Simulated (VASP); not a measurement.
Input of a VASP 6.6.1 run:

File INCAR:

```
SYSTEM = HfC
  ALGO = Normal
  EDIFF = 1E-7
  ENCUT = 520
  GGA = PE
  ISIF = 2
  ISMEAR = -1
  LASPH = .True.
  LCHARG = .False.
  LREAL = .False.
  LWAVE = .False.
  NBANDS = 14
  NELM = 100
  PREC = Accurate
  SIGMA = 0.05
```

File KPOINTS:

```
k-points
0
Gamma
  15 15 15
  0 0 0
```

Contents of POSCAR:

```
HfC
1.0
    0.0000000000      2.3250000000      2.3250000000
    2.3250000000      0.0000000000      2.3250000000
    2.3250000000      2.3250000000      0.0000000000
Hf C
1 1
Direct
    0.5000000000      0.5000000000      0.5000000000
    0.0000000000      0.0000000000      0.0000000000
```

Potentials or basis: VASP PAW PBE potentials, release 64 (Hf_pv, C).

Run with:

```bash
$ cat potpaw_PBE.64/Hf_pv/POTCAR potpaw_PBE.64/C/POTCAR > POTCAR
$ mpirun -np 1 vasp_std > vasp.out
```

Task: Predict the band gap on the k mesh.

Result: Zero (band 7 reaches 6.95 eV, above the bottom of band 8 at 5.53 eV).

Task: Estimate the pressure.

Result: -0.4 GPa.

Caveat: spin-orbit coupling is left out, which moves the levels of the heavy elements.
